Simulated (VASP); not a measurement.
# KCl (Pm-3m) in VASP: notebook

KCl is run at these levels: HSE06, PBE0; tasks: single point.

All numbers are computed with VASP 6.6.1; they aren't measurements. Logs are shortened: lines on timing, memory, paths and dates and some standing lists are left out, and cuts for length are marked.

### 1 The cell of the first run

Symmetry: Pm-3m, No. 221, cubic system. Conventional cell: a = 3.771 Å, b = 3.771 Å, c = 3.771 Å, α = 90.00°, β = 90.00°, γ = 90.00°. K (site symmetry m-3m) has 8 Cl at 3.27 Å and 6 K at 3.77 Å within 4.3 Å. Cl (site symmetry m-3m) has 8 K at 3.27 Å and 6 Cl at 3.77 Å within 4.3 Å.

### 2 Single point, HSE06

Contents of POSCAR:

```
KCl
1.0
    3.7708086018      0.0000000000      0.0000000000
    0.0000000000      3.7708086018      0.0000000000
    0.0000000000      0.0000000000      3.7708086018
K Cl
1 1
Direct
    0.0000000000      0.0000000000      0.0000000000
    0.5000000000      0.5000000000      0.5000000000
```

Contents of INCAR.step1:

```
SYSTEM = KCl
PREC = Accurate
ENCUT = 520
EDIFF = 1E-5
ISMEAR = 0
SIGMA = 0.01
LREAL = .FALSE.
LASPH = .TRUE.
NELM = 80
ALGO = Normal
ISIF = 2
LWAVE = .TRUE.
GGA = PE
NBANDS = 15
```

Contents of INCAR.step2:

```
SYSTEM = KCl
PREC = Accurate
ENCUT = 520
EDIFF = 1E-6
ISMEAR = 0
SIGMA = 0.01
LREAL = .FALSE.
LASPH = .TRUE.
NELM = 80
ALGO = Normal
ISIF = 2
LWAVE = .FALSE.
LCHARG = .TRUE.
GGA = PE
LHFCALC = .TRUE.
HFSCREEN = 0.2079
PRECFOCK = Normal
LELF = .TRUE.
LVHAR = .TRUE.
ISTART = 1
NBANDS = 15
```

Contents of KPOINTS:

```
regular mesh
0
G
  4 4 4
  0 0 0
```

Potentials or basis: VASP PAW PBE potentials, release 64 (K_sv, Cl).

Started as:

```sh
> cat potpaw_PBE.64/K_sv/POTCAR potpaw_PBE.64/Cl/POTCAR > POTCAR
> cp INCAR.step1 INCAR
> mpirun -np 1 vasp_std > vasp.out
> cp INCAR.step2 INCAR
> mpirun -np 1 vasp_std > vasp.out
```

OUTCAR:

```text
SYSTEM = KCl
   PREC = Accurate
   ENCUT = 520
   EDIFF = 1E-6
   ISMEAR = 0
   LREAL = .FALSE.
   LASPH = .TRUE.
   NELM = 80
   ISIF = 2
   GGA = PE
   LHFCALC = .TRUE.
   HFSCREEN = 0.2079
   PRECFOCK = Normal
   ISTART = 1

 ion  position               nearest neighbor table
   1  0.000  0.000  0.000-
   2  0.500  0.500  0.500-

  LATTYP: Found a simple cubic cell.
 ALAT       =     3.7708086018

  Lattice vectors:

 A1 = (   3.7708086018,   0.0000000000,   0.0000000000)
 A2 = (   0.0000000000,   3.7708086018,   0.0000000000)
 A3 = (   0.0000000000,   0.0000000000,   3.7708086018)

Analysis of symmetry for initial positions (statically):
=====================================================================
 Subroutine PRICEL returns:
 Original cell was already a primitive cell.

 Routine SETGRP: Setting up the symmetry group for a
 simple cubic supercell.

 Subroutine GETGRP returns: Found 48 space group operations
 (whereof 48 operations were pure point group operations)
 out of a pool of 48 trial point group operations.

The static configuration has the point symmetry O_h .

Analysis of symmetry for dynamics (positions and initial velocities):
=====================================================================
 Subroutine PRICEL returns:
 Original cell was already a primitive cell.

 Routine SETGRP: Setting up the symmetry group for a
 simple cubic supercell.

 Subroutine GETGRP returns: Found 48 space group operations
 (whereof 48 operations were pure point group operations)
 out of a pool of 48 trial point group operations.

The dynamic configuration has the point symmetry O_h .

 Subroutine INISYM returns: Found 48 space group operations
 (whereof 48 operations are pure point group operations),
 and found     1 'primitive' translations

----------------------------------------------------------------------------------------

                                     Primitive cell

  volume of cell :      53.6171

  direct lattice vectors                    reciprocal lattice vectors
     3.770808602  0.000000000  0.000000000     0.265195109  0.000000000  0.000000000
     0.000000000  3.770808602  0.000000000     0.000000000  0.265195109  0.000000000
     0.000000000  0.000000000  3.770808602     0.000000000  0.000000000  0.265195109

  length of vectors
     3.770808602  3.770808602  3.770808602     0.265195109  0.265195109  0.265195109

  position of ions in fractional coordinates (direct lattice)
     0.000000000  0.000000000  0.000000000
     0.500000000  0.500000000  0.500000000

  ion indices of the primitive-cell ions
   primitive index   ion index
                 1           1
                 2           2

----------------------------------------------------------------------------------------

 KPOINTS: regular mesh

Automatic generation of k-mesh.
 Grid dimensions read from file:
 generate k-points for:    4    4    4

 Generating k-lattice:

  Cartesian coordinates                     Fractional coordinates (reciprocal lattice)
     0.066298777  0.000000000  0.000000000     0.250000000  0.000000000  0.000000000
     0.000000000  0.066298777  0.000000000     0.000000000  0.250000000  0.000000000
     0.000000000  0.000000000  0.066298777     0.000000000  0.000000000  0.250000000

  Length of vectors
     0.066298777  0.066298777  0.066298777

  Shift w.r.t. Gamma in fractional coordinates (k-lattice)
     0.000000000  0.000000000  0.000000000

 Subroutine IBZKPT returns following result:
 ===========================================

 Found     10 irreducible k-points:

 Following reciprocal coordinates:
            Coordinates               Weight
  0.000000  0.000000  0.000000      1.000000
  0.250000  0.000000  0.000000      6.000000
  0.500000  0.000000  0.000000      3.000000
  0.250000  0.250000  0.000000     12.000000
  0.500000  0.250000  0.000000     12.000000
  0.500000  0.500000  0.000000      3.000000
  0.250000  0.250000  0.250000      8.000000
  0.500000  0.250000  0.250000     12.000000
  0.500000  0.500000  0.250000      6.000000
  0.500000  0.500000  0.500000      1.000000
   k-points           NKPTS =     10   k-points in BZ     NKDIM =     64   number of bands    NBANDS=     15
   number of dos      NEDOS =    301   number of ions     NIONS =      2
   total plane-waves  NPLWV =  21952
   dimension x,y,z NGX =    28 NGY =   28 NGZ =   28
   dimension x,y,z NGXF=    56 NGYF=   56 NGZF=   56
   ions per type =               1   1
   NGX,Y,Z   is equivalent  to a cutoff of  12.34, 12.34, 12.34 a.u.
   NGXF,Y,Z  is equivalent  to a cutoff of  24.69, 24.69, 24.69 a.u.
 SYSTEM =  KCl
   PREC   = accura    normal or accurate (medium, high low for compatibility)
   ISTART =      1    job   : 0-new  1-cont  2-samecut
   ICHARG =      0    charge: 1-file 2-atom 10-const
   ISPIN  =      1    spin polarized calculation?
   LNONCOLLINEAR =      F non collinear calculations
   LSORBIT =      F    spin-orbit coupling
   LASPH  =      T    aspherical Exc in radial PAW
   ENCUT  =  520.0 eV  38.22 Ry    6.18 a.u.   7.01  7.01  7.01*2*pi/ulx,y,z
   NELM   =     80;   NELMIN=  2; NELMDL=  0     # of ELM steps
   EDIFF  = 0.1E-05   stopping-criterion for ELM
   LREAL  =      F    real-space projection
   EDIFFG = 0.1E-04   stopping-criterion for IOM
   NSW    =      0    number of steps for IOM
   IBRION =     -1    ionic relax: 0-MD 1-quasi-New 2-CG
   NFREE  =      0    steps in history (QN), initial steepest desc. (CG)
   ISIF   =      2    stress and relaxation
   ISYM   =      3    0-nonsym 1-usesym 2-fastsym
   POTIM  = 0.5000    time-step for ionic-motion
   TEBEG  =    0.0;   TEEND  =   0.0 temperature during run
   PSTRESS=    0.0 pullay stress
   NELECT =      16.0000    total number of electrons
   NUPDOWN=      -1.0000    fix difference up-down
   EMIN   =  10.00;   EMAX   =-10.00  energy-range for DOS
   EFERMI =   0.00;   METHOD = LEGACY
   ISMEAR =     0;   SIGMA  =   0.01  broadening in eV -4-tet -1-fermi 0-gaus
   EFERMI_NEDOS =   21; number of points for ismear=-14 and -15
   IALGO  =     38    algorithm
   IMIX   =      1    mixing-type and parameters
     AMIX     =   0.40;   BMIX     =  1.00
     AMIX_MAG =   1.60;   BMIX_MAG =  1.00
  volume/ion in A,a.u.               =      26.81       180.91
  Fermi-wavevector in a.u.,A,eV,Ry     =   1.093991  2.067343 16.283668  1.196816
  Thomas-Fermi vector in A             =   2.230287
   LORBIT       =      0    0 simple, 1 ext, 2 COOP (PROOUT), +10 PAW based schemes
   GGA     = PE    functional components
   LHFCALC =     T    Hartree Fock is set to
   PRECFOCK=normal    Normal, Fast or Accurate (Low or Medium for compatibility)
   ENCUT4O =  -1.0   cutoff for four orbital integrals eV
   NKREDX  =     1    reduce k-point grid by
   NKREDY  =     1    reduce k-point grid by
   NKREDZ  =     1    reduce k-point grid by
   AEXX    =    0.2500 exact exchange contribution
   HFSCREEN=    0.2079 screening length (either q_TF or 0.3 A-1)
   HFSCREENC=   0.2079 screening length for correlation (either q_TF or 0.3 A-1)
   ENCUTFOCK=  -1.0 apply spherical cutoff to Coloumb kernel
   IVDW    =     0    specifies the selected vdW correction
   LEPSILON=     F    determine dielectric tensor
   LRPA    =     F    only Hartree local field effects (RPA)
 non-spin polarized calculation
 Gauss-broadening in eV      SIGMA  =   0.01
  energy-cutoff  :      520.00
  volume of cell :       53.62
 maximum number of plane-waves:      1472
  NGX = 24; NGY = 24; NGZ = 24

 number of electron      16.0000004 magnetization

 Free energy of the ion-electron system (eV)
  ---------------------------------------------------
  ext. energy  EPLUGINS =         0.00000000
  ---------------------------------------------------
  free energy    TOTEN  =        -7.71259557 eV

  energy without entropy =       -7.71259557  energy(sigma->0) =       -7.71259557

 E-fermi :  -1.4402     XC(G=0):  -6.9186

 val. band max:       -1.5118767015   @ k =   0.5000   0.5000   0.0000
 cond. band min:       4.8533964595   @ k =   0.0000   0.0000   0.0000
 fundamental gap:      6.3652731611
 Fermi energy:        -1.4401659822

 k-point     1 :       0.0000    0.0000    0.0000
  band No.  band energies     occupation
      1     -31.6007      2.00000
      2     -15.3759      2.00000
      3     -13.6206      2.00000
      4     -13.6206      2.00000
      5     -13.6206      2.00000
      6      -1.7428      2.00000
      7      -1.7428      2.00000
      8      -1.7428      2.00000
      9       4.8534      0.00000
     10       6.4393      0.00000
     11       6.4393      0.00000
     12      11.1319      0.00000
     13      11.1319      0.00000
     14      11.1319      0.00000
     15      14.1317      0.00000

 k-point     2 :       0.2500    0.0000    0.0000
  band No.  band energies     occupation
      1     -31.5883      2.00000
      2     -15.4420      2.00000
      3     -13.6007      2.00000
      4     -13.6007      2.00000
      5     -13.5657      2.00000
      6      -2.7377      2.00000
      7      -1.7484      2.00000
      8      -1.7484      2.00000
      9       6.1410      0.00000
     10       6.9973      0.00000
     11       7.6857      0.00000
     12      10.9490      0.00000
     13      10.9490      0.00000
     14      11.4608      0.00000
     15      12.0469      0.00000
[... 113 lines left out ...]
      3     -13.8549      2.00000
      4     -13.8549      2.00000
      5     -13.6873      2.00000
      6      -2.9648      2.00000
      7      -2.9648      2.00000
      8      -2.3509      2.00000
      9       7.2018      0.00000
     10       8.9074      0.00000
     11       8.9171      0.00000
     12       8.9171      0.00000
     13      11.1122      0.00000
     14      11.1122      0.00000
     15      12.9983      0.00000

 k-point    10 :       0.5000    0.5000    0.5000
  band No.  band energies     occupation
      1     -31.5313      2.00000
      2     -14.8731      2.00000
      3     -13.8181      2.00000
      4     -13.8181      2.00000
      5     -13.8181      2.00000
      6      -3.0437      2.00000
      7      -3.0437      2.00000
      8      -3.0437      2.00000
      9       8.8537      0.00000
     10       8.8537      0.00000
     11       8.8537      0.00000
     12      10.4027      0.00000
     13      10.4027      0.00000
     14      10.4027      0.00000
     15      13.0668      0.00000

------------------------ aborting loop because EDIFF is reached ----------------------------------------

  FORCE on cell =-STRESS in cart. coord.  units (eV):
  Direction    XX          YY          ZZ          XY          YZ          ZX
  --------------------------------------------------------------------------------------
  -------------------------------------------------------------------------------------
  Total        0.2280877      0.2280877      0.2280877      0.0000000     -0.0000000      0.0000000
  in kB        6.8156752      6.8156752      6.8156752      0.0000000     -0.0000000      0.0000000
  external PRESSURE =       6.8156752 kB  Pullay stress =       0.0000000 kB

 VOLUME and BASIS-vectors are now :
 -----------------------------------------------------------------------------
  energy-cutoff  :      520.00
  volume of cell :       53.62
      direct lattice vectors                 reciprocal lattice vectors
     3.770808602  0.000000000  0.000000000     0.265195109  0.000000000  0.000000000
     0.000000000  3.770808602  0.000000000     0.000000000  0.265195109  0.000000000
     0.000000000  0.000000000  3.770808602     0.000000000  0.000000000  0.265195109

 POSITION                                       TOTAL-FORCE (eV/Angst)
 -----------------------------------------------------------------------------------
      0.00000      0.00000      0.00000         0.000000      0.000000      0.000000
      1.88540      1.88540      1.88540         0.000000      0.000000      0.000000
 -----------------------------------------------------------------------------------
    total drift:                               -0.000000     -0.000000     -0.000000

  FREE ENERGIE OF THE ION-ELECTRON SYSTEM (eV)
  ---------------------------------------------------
  free  energy   TOTEN  =        -7.7125955710 eV

  energy  without entropy=       -7.7125955710  energy(sigma->0) =       -7.71259557
```

Run time: 7.2 min. Hardware: 1 thread of AMD EPYC 7R43 (Zen 3), shared host; peak memory 0.23 GiB.

Results:

```
Free energy            : -7.7126 eV
Pressure               : 0.7 GPa
Band gap on the k mesh : 6.37 eV (least direct gap 6.60 eV)
```

Caveat: the PAW data sets were made with another functional, which shifts forces and pressure a little.

### 3 Single point, PBE0

POSCAR is that of step 2.

Contents of INCAR.step1:

```
ALGO     = Normal         # electronic algorithm
EDIFF    = 1E-5           # SCF threshold, eV
ENCUT    = 520            # plane-wave cutoff, eV
GGA      = PE             # functional
ISIF     = 2              # what is computed and relaxed
ISMEAR   = 0              # smearing method
LASPH    = True           # aspherical terms in the spheres
LREAL    = False          # projectors in reciprocal space
LWAVE    = True           # write WAVECAR
NBANDS   = 15             # bands
NELM     = 100            # most SCF steps
PREC     = Accurate       # precision mode
SIGMA    = 0.01           # smearing width, eV
```

Contents of INCAR.step2:

```
AEXX     = 0.25           # exact-exchange fraction
ALGO     = Normal         # electronic algorithm
EDIFF    = 1E-6           # SCF threshold, eV
ENCUT    = 520            # plane-wave cutoff, eV
GGA      = PE             # functional
ISIF     = 2              # what is computed and relaxed
ISMEAR   = 0              # smearing method
ISTART   = 1            
LASPH    = True           # aspherical terms in the spheres
LCHARG   = True           # write CHGCAR
LELF     = True           # ELF
LHFCALC  = True           # exact exchange
LREAL    = False          # projectors in reciprocal space
LVHAR    = True         
LWAVE    = False          # write WAVECAR
NBANDS   = 15             # bands
NELM     = 100            # most SCF steps
PREC     = Accurate       # precision mode
PRECFOCK = Normal       
SIGMA    = 0.01           # smearing width, eV
```

Contents of KPOINTS:

```
k-points
0
Gamma
  4 4 4
```

Potentials or basis: VASP PAW PBE potentials, release 64 (K_sv, Cl).

Started as:

```sh
> cat potpaw_PBE.64/K_sv/POTCAR potpaw_PBE.64/Cl/POTCAR > POTCAR
> cp INCAR.step1 INCAR
> mpirun -np 1 vasp_std > vasp.out
> cp INCAR.step2 INCAR
> mpirun -np 1 vasp_std > vasp.out
```

Wall time 6.9 min (1 thread of AMD EPYC 7R43 (Zen 3), shared host); peak memory 0.13 GiB.

The run converged. Its results:

| Item | Value |
| --- | --- |
| Free energy | -8.2463 eV |
| Pressure | 0.6 GPa |
| Band gap on the k mesh | 7.11 eV (least direct gap 7.34 eV) |

Levels at points of the mesh, in eV from the valence-band top:
| k point | band 6 | band 7 | band 8 | band 9 | band 10 | band 11 |
| --- | --- | --- | --- | --- | --- | --- |
| (0.00, 0.00, 0.00) | -0.23 | -0.23 | -0.23 | 7.11 | 8.72 | 8.72 |
| (0.50, 0.00, 0.00) | -2.04 | -0.25 | -0.25 | 10.12 | 10.32 | 10.87 |
| (0.50, 0.50, 0.00) | -1.39 | -1.39 | 0.00 | 8.37 | 9.63 | 11.43 |
| (0.50, 0.50, 0.50) | -1.55 | -1.55 | -1.55 | 11.13 | 11.13 | 11.13 |

Caveat: the PAW data sets were made with another functional, which shifts forces and pressure a little.
